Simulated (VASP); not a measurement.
MgB2, 3 atoms in the cell. Symmetry: P6/mmm, No. 191, hexagonal system. Conventional cell: a = 3.146 Å, b = 3.146 Å, c = 3.592 Å, α = 90.00°, β = 90.00°, γ = 120.00°. Mg (site symmetry 6/mmm) has 12 B at 2.55 Å and 6 Mg at 3.15 Å within 3.4 Å. B (site symmetry -6m2) has 3 B at 1.82 Å within 2.4 Å.  This cell differs from its parent crystal: volume scaled by 1.06.

- Program: VASP 6.6.1
- Task: electric field gradients
- Functional: LDA
- Potentials or basis: VASP PAW LDA potentials, release 64 (Mg, B)
- Cutoff: 520 eV
- k mesh: 12 × 12 × 9
- Occupations: fermi-dirac, width 0.05 eV
- Spin: no spin polarisation
- Dipole correction: no
- Further INCAR settings: ALGO = Normal; EDIFF = 1e-08; NBANDS = 11

Potentials or basis: VASP PAW LDA potentials, release 64 (Mg, B).

Command:

```sh
$ cat potpaw_LDA.64/Mg/POTCAR potpaw_LDA.64/B/POTCAR > POTCAR
$ mpirun -np 1 vasp_std > vasp.out
```

Hardware: 1 thread of Intel Xeon 6975P-C, with other jobs on the host.

Task: Estimate the wall time of this run.

Result: Wall time 37 s on 1 thread of Intel Xeon 6975P-C (shared host), peak memory 0.15 GiB. Counts: scf iterations 14, k points 95.
